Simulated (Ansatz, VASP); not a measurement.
**One calculation of NaCl, two programs**

```
CELL_PARAMETERS angstrom
0.00000 2.60521 3.05829
2.60521 0.00000 3.05829
2.60521 2.60521 0.00000
ATOMIC_POSITIONS crystal
Na 0.00000 0.00000 0.00000
Cl 0.50000 0.50000 0.50000
```

Change from the starting cell: strain -0.080 along x and y, +0.080 along z, atoms carried along.

Alike in both runs: task single point; functional r2SCAN; k mesh 8 × 8 × 8; occupations gaussian, width 0.05 eV; no spin polarisation.

|  | VASP | Ansatz |
| --- | --- | --- |
| version | VASP 6.6.1 | Ansatz 0.2.0 |
| potentials or method | VASP PAW PBE potentials, release 64 (Na_pv, Cl), cutoff 520 eV | scalar-relativistic, plane waves, PAW |
| valence electrons in the cell | 14 | 16 |

```tsv
	VASP	Ansatz	Ansatz less VASP
gap on the k mesh at the Fermi level (eV)	6.21	6.20	-0.009
least direct gap on the mesh (eV)	6.21	6.20	-0.009
pressure (GPa)	3.7	3.9	+0.24
traceless stress, the component that is largest in VASP (GPa)	-5.82	-5.88	-0.060
```

VASP's potentials were made for PBE, not for r2SCAN. The functional is the same, so the differences come from potentials, cutoffs and numerics. VASP's potentials hold 14 valence electrons a cell and Ansatz's 16, so a difference there can come from the potentials and not from the codes.
